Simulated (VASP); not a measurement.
# Cs2ScF6 (P-3m1) in VASP: single point with PBE

Aim: the single point of Cs2ScF6 with PBE.

Program: VASP 6.6.1. These are calculated values, not measurements. Logs are shortened: lines on timing, memory, paths and dates and some standing lists are left out, and cuts for length are marked.

## (1) The cell of the first run

Symmetry: P-3m1, No. 164, trigonal system. The conventional cell has a = 6.491 Å, b = 6.491 Å, c = 5.100 Å, α = 90.00°, β = 90.00°, γ = 120.00°. Sc (site symmetry -3m) has 6 F at 2.03 Å within 2.7 Å. F (site symmetry m) has 1 Sc at 2.03 Å and 2 F at 2.79 Å within 2.8 Å. Within 4.3 Å of Cs (site symmetry 3m) lie 12 F at 3.20 to 3.34 Å and 3 Sc at 4.05 Å and 3 Cs at 4.26 Å.

## (2) Single point, PBE

Contents of INCAR:

```
  PREC = Accurate
  ENCUT = 520
  EDIFF = 1E-6
  ISMEAR = -1
  SIGMA = 0.0124
  LREAL = F
  LASPH = T
  NELM = 60
  ALGO = Normal
  ISIF = 2
  LWAVE = F
  LCHARG = F
  GGA = PE
  NBANDS = 46
```

Contents of KPOINTS:

```
regular mesh
0
Gamma
  5 5 6
```

Contents of POSCAR:

```
Cs2ScF6
1.0
    3.2454307358      5.6212509268      0.0000000000
   -3.2454307358      5.6212509268      0.0000000000
    0.0000000000      0.0000000000      5.0998250642
Sc F Cs
1 6 2
Direct
    0.0000000000      0.0000000000      0.0000000000
    0.1515447707      0.6969104586      0.2172007897
    0.1515447707      0.1515447707      0.2172007897
    0.6969104586      0.1515447707      0.2172007897
    0.8484552293      0.3030895414      0.7827992103
    0.3030895414      0.8484552293      0.7827992103
    0.8484552293      0.8484552293      0.7827992103
    0.3333333333      0.3333333333      0.6994790075
    0.6666666667      0.6666666667      0.3005209925
```

Potentials or basis: VASP PAW PBE potentials, release 64 (Sc_sv, F, Cs_sv).

Launch:

```
$ cat potpaw_PBE.64/Sc_sv/POTCAR potpaw_PBE.64/F/POTCAR potpaw_PBE.64/Cs_sv/POTCAR > POTCAR
$ mpirun -np 1 vasp_std > vasp.out
```

OUTCAR:

```text
PREC = Accurate
   ENCUT = 520
   EDIFF = 1E-6
   ISMEAR = -1
   LREAL = F
   LASPH = T
   NELM = 60
   ISIF = 2
   GGA = PE

 ion  position               nearest neighbor table
   1  0.000  0.000  0.000-   3 2.03   7 2.03   4 2.03   5 2.03   6 2.03   2 2.03
   2  0.152  0.697  0.217-   1 2.03
   3  0.152  0.152  0.217-   1 2.03
   4  0.697  0.152  0.217-   1 2.03
   5  0.848  0.303  0.783-   1 2.03
   6  0.303  0.848  0.783-   1 2.03
   7  0.848  0.848  0.783-   1 2.03
   8  0.333  0.333  0.699-
   9  0.667  0.667  0.301-

  LATTYP: Found a hexagonal cell.
 ALAT       =     6.4908614716
 C/A-ratio  =     0.7856930989

  Lattice vectors:

 A1 = (   3.2454307358,  -5.6212509268,   0.0000000000)
 A2 = (   3.2454307358,   5.6212509268,   0.0000000000)
 A3 = (   0.0000000000,   0.0000000000,   5.0998250642)

Analysis of symmetry for initial positions (statically):
=====================================================================
 Subroutine PRICEL returns:
 Original cell was already a primitive cell.

 Routine SETGRP: Setting up the symmetry group for a
 hexagonal supercell.

 Subroutine GETGRP returns: Found 12 space group operations
 (whereof 12 operations were pure point group operations)
 out of a pool of 24 trial point group operations.

The static configuration has the point symmetry D_3d.

Analysis of symmetry for dynamics (positions and initial velocities):
=====================================================================
 Subroutine PRICEL returns:
 Original cell was already a primitive cell.

 Routine SETGRP: Setting up the symmetry group for a
 hexagonal supercell.

 Subroutine GETGRP returns: Found 12 space group operations
 (whereof 12 operations were pure point group operations)
 out of a pool of 24 trial point group operations.

The dynamic configuration has the point symmetry D_3d.

 Subroutine INISYM returns: Found 12 space group operations
 (whereof 12 operations are pure point group operations),
 and found     1 'primitive' translations

----------------------------------------------------------------------------------------

                                     Primitive cell

  volume of cell :     186.0761

  direct lattice vectors                    reciprocal lattice vectors
     3.245430736  5.621250927  0.000000000     0.154062755  0.088948173  0.000000000
    -3.245430736  5.621250927  0.000000000    -0.154062755  0.088948173  0.000000000
     0.000000000  0.000000000  5.099825064     0.000000000  0.000000000  0.196085157

  length of vectors
     6.490861472  6.490861472  5.099825064     0.177896346  0.177896346  0.196085157

  position of ions in fractional coordinates (direct lattice)
     0.000000000  0.000000000  0.000000000
     0.151544771  0.696910459  0.217200790
     0.151544771  0.151544771  0.217200790
     0.696910459  0.151544771  0.217200790
     0.848455229  0.303089541  0.782799210
     0.303089541  0.848455229  0.782799210
     0.848455229  0.848455229  0.782799210
     0.333333333  0.333333333  0.699479008
     0.666666667  0.666666667  0.300520992

  ion indices of the primitive-cell ions
   primitive index   ion index
                 1           1
                 2           2
                 3           3
                 4           4
                 5           5
                 6           6
                 7           7
                 8           8
                 9           9

----------------------------------------------------------------------------------------

 KPOINTS: regular mesh

Automatic generation of k-mesh.
 Grid dimensions read from file:
 generate k-points for:    5    5    6

 Generating k-lattice:

  Cartesian coordinates                     Fractional coordinates (reciprocal lattice)
     0.030812551  0.017789635  0.000000000     0.200000000 -0.000000000  0.000000000
    -0.030812551  0.017789635  0.000000000    -0.000000000  0.200000000  0.000000000
     0.000000000  0.000000000  0.032680860     0.000000000  0.000000000  0.166666667

  Length of vectors
     0.035579269  0.035579269  0.032680860

  Shift w.r.t. Gamma in fractional coordinates (k-lattice)
     0.000000000  0.000000000  0.000000000

 Subroutine IBZKPT returns following result:
 ===========================================

 Found     24 irreducible k-points:

 Following reciprocal coordinates:
            Coordinates               Weight
  0.000000  0.000000  0.000000      1.000000
  0.200000 -0.000000  0.000000      6.000000
  0.400000 -0.000000  0.000000      6.000000
  0.400000  0.200000  0.000000      6.000000
 -0.400000  0.200000  0.000000      6.000000
  0.000000  0.000000  0.166667      2.000000
[... 16 lines left out ...]
  0.400000  0.200000  0.500000      6.000000
 -0.400000  0.200000  0.500000      6.000000
   k-points           NKPTS =     24   k-points in BZ     NKDIM =     24   number of bands    NBANDS=     46
   number of dos      NEDOS =    301   number of ions     NIONS =      9
   total plane-waves  NPLWV =  92160
   dimension x,y,z NGX =    48 NGY =   48 NGZ =   40
   dimension x,y,z NGXF=    96 NGYF=   96 NGZF=   80
   ions per type =               1   6   2
   NGX,Y,Z   is equivalent  to a cutoff of  12.29, 12.29, 13.04 a.u.
   NGXF,Y,Z  is equivalent  to a cutoff of  24.59, 24.59, 26.08 a.u.
 SYSTEM =  unknown system
   PREC   = accura    normal or accurate (medium, high low for compatibility)
   ISTART =      0    job   : 0-new  1-cont  2-samecut
   ICHARG =      2    charge: 1-file 2-atom 10-const
   ISPIN  =      1    spin polarized calculation?
   LNONCOLLINEAR =      F non collinear calculations
   LSORBIT =      F    spin-orbit coupling
   LASPH  =      T    aspherical Exc in radial PAW
   ENCUT  =  520.0 eV  38.22 Ry    6.18 a.u.  12.07 12.07  9.48*2*pi/ulx,y,z
   NELM   =     60;   NELMIN=  2; NELMDL= -5     # of ELM steps
   EDIFF  = 0.1E-05   stopping-criterion for ELM
   LREAL  =      F    real-space projection
   EDIFFG = 0.1E-04   stopping-criterion for IOM
   NSW    =      0    number of steps for IOM
   IBRION =     -1    ionic relax: 0-MD 1-quasi-New 2-CG
   NFREE  =      0    steps in history (QN), initial steepest desc. (CG)
   ISIF   =      2    stress and relaxation
   ISYM   =      2    0-nonsym 1-usesym 2-fastsym
   POTIM  = 0.5000    time-step for ionic-motion
   TEBEG  =    0.0;   TEEND  =   0.0 temperature during run
   PSTRESS=    0.0 pullay stress
   NELECT =      71.0000    total number of electrons
   NUPDOWN=      -1.0000    fix difference up-down
   EMIN   =  10.00;   EMAX   =-10.00  energy-range for DOS
   EFERMI =   0.00;   METHOD = LEGACY
   ISMEAR =    -1;   SIGMA  =   0.01  broadening in eV -4-tet -1-fermi 0-gaus
   EFERMI_NEDOS =   21; number of points for ismear=-14 and -15
   IALGO  =     38    algorithm
   IMIX   =      4    mixing-type and parameters
     AMIX     =   0.40;   BMIX     =  1.00
     AMIX_MAG =   1.60;   BMIX_MAG =  1.00
  volume/ion in A,a.u.               =      20.68       139.52
  Fermi-wavevector in a.u.,A,eV,Ry     =   1.187401  2.243863 19.183142  1.409921
  Thomas-Fermi vector in A             =   2.323553
   LORBIT       =      0    0 simple, 1 ext, 2 COOP (PROOUT), +10 PAW based schemes
   GGA     = PE    functional components
   LHFCALC =     F    Hartree Fock is set to
   AEXX    =    0.0000 exact exchange contribution
   IVDW    =     0    specifies the selected vdW correction
   LEPSILON=     F    determine dielectric tensor
   LRPA    =     F    only Hartree local field effects (RPA)
 non-spin polarized calculation
  energy-cutoff  :      520.00
  volume of cell :      186.08
 maximum number of plane-waves:      5035
   NGX = 25   NGY = 25   NGZ = 19

 number of electron      70.9999946 magnetization

 Free energy of the ion-electron system (eV)
  ---------------------------------------------------
  ext. energy  EPLUGINS =         0.00000000
  ---------------------------------------------------
  free energy    TOTEN  =       -45.67598013 eV

  energy without entropy =      -45.65376343  energy(sigma->0) =      -45.66487178

 E-fermi :  -3.0747     XC(G=0):  -8.4146

 val. band max:       -3.0763922818   @ k =   0.2000  -0.0000   0.0000
 cond. band min:      -3.0739139203   @ k =   0.0000   0.0000   0.0000
 fundamental gap:      0.0024783615
 Fermi energy:        -3.0746943638

 k-point     1 :       0.0000    0.0000    0.0000
  band No.  band energies     occupation
      1     -48.7305      2.00000
      2     -27.6181      2.00000
      3     -27.6181      2.00000
      4     -27.5788      2.00000
      5     -22.5239      2.00000
      6     -22.2767      2.00000
[... 38 lines left out ...]
     45       7.1081      0.00000
     46       7.1821      0.00000

 k-point     2 :       0.2000   -0.0000    0.0000
  band No.  band energies     occupation
      1     -48.7305      2.00000
      2     -27.6183      2.00000
      3     -27.6181      2.00000
      4     -27.5787      2.00000
      5     -22.5089      2.00000
      6     -22.2829      2.00000
[... 38 lines left out ...]
     45       6.9910      0.00000
     46       7.1927      0.00000

 k-point     3 :       0.4000   -0.0000    0.0000
  band No.  band energies     occupation
      1     -48.7305      2.00000
      2     -27.6187      2.00000
      3     -27.6182      2.00000
      4     -27.5786      2.00000
      5     -22.4833      2.00000
      6     -22.2922      2.00000
[... 1018 lines left out ...]
     45       6.9780      0.00000
     46       7.4533      0.00000

 k-point    24 :      -0.4000    0.2000    0.5000
  band No.  band energies     occupation
      1     -48.7305      2.00000
      2     -27.6177      2.00000
      3     -27.6174      2.00000
      4     -27.5814      2.00000
      5     -22.4280      2.00000
      6     -22.3142      2.00000
[... 38 lines left out ...]
     45       6.9249      0.00000
     46       7.3887      0.00000

------------------------ aborting loop because EDIFF is reached ----------------------------------------

  FORCE on cell =-STRESS in cart. coord.  units (eV):
  Direction    XX          YY          ZZ          XY          YZ          ZX
  --------------------------------------------------------------------------------------
  -------------------------------------------------------------------------------------
  Total        0.1714890      0.1714890      0.0940128      0.0000000      0.0000000     -0.0000000
  in kB        1.4765779      1.4765779      0.8094814      0.0000000      0.0000000     -0.0000000
  external PRESSURE =       1.2542124 kB  Pullay stress =       0.0000000 kB

 VOLUME and BASIS-vectors are now :
 -----------------------------------------------------------------------------
  energy-cutoff  :      520.00
  volume of cell :      186.08
      direct lattice vectors                 reciprocal lattice vectors
     3.245430736  5.621250927  0.000000000     0.154062755  0.088948173  0.000000000
    -3.245430736  5.621250927  0.000000000    -0.154062755  0.088948173  0.000000000
     0.000000000  0.000000000  5.099825064     0.000000000  0.000000000  0.196085157

 POSITION                                       TOTAL-FORCE (eV/Angst)
 -----------------------------------------------------------------------------------
      0.00000      0.00000      0.00000         0.000000     -0.000000     -0.000000
     -1.76995      4.76938      1.10769         0.061733     -0.035642      0.046277
      0.00000      1.70374      1.10769         0.000000      0.071283      0.046277
      1.76995      4.76938      1.10769        -0.061733     -0.035642      0.046277
      1.76995      6.47312      3.99214        -0.061733      0.035642     -0.046277
     -1.76995      6.47312      3.99214         0.061733      0.035642     -0.046277
      0.00000      9.53876      3.99214         0.000000     -0.071283     -0.046277
      0.00000      3.74750      3.56722        -0.000000     -0.000000     -0.002713
      0.00000      7.49500      1.53260        -0.000000     -0.000000      0.002713
 -----------------------------------------------------------------------------------
    total drift:                                0.000000      0.000000     -0.000000

  FREE ENERGIE OF THE ION-ELECTRON SYSTEM (eV)
  ---------------------------------------------------
  free  energy   TOTEN  =       -45.6759801261 eV

  energy  without entropy=      -45.6537634327  energy(sigma->0) =      -45.66487178
```

Run time: 6.2 min. Hardware: 1 thread of Intel Xeon 8259CL, shared host; peak memory 0.38 GiB.

What came out:

```
Free energy            : -45.6760 eV
Pressure               : 0.1 GPa
Largest force          : 0.085 eV/Å
Band gap on the k mesh : zero (an odd number of electrons rules out a gap without spin polarisation)
```

Forces on the atoms (eV/Å):
```
Sc   0.000  0.000  0.000
F    0.062 -0.036  0.046
F    0.000  0.071  0.046
F   -0.062 -0.036  0.046
F   -0.062  0.036 -0.046
F    0.062  0.036 -0.046
F    0.000 -0.071 -0.046
Cs   0.000  0.000 -0.003
Cs   0.000  0.000  0.003
```

Caveat: spin-orbit coupling is left out, which moves the levels of the heavy elements; an odd number of electrons without spin polarisation forces a metal; a magnetic or distorted state may lie lower.
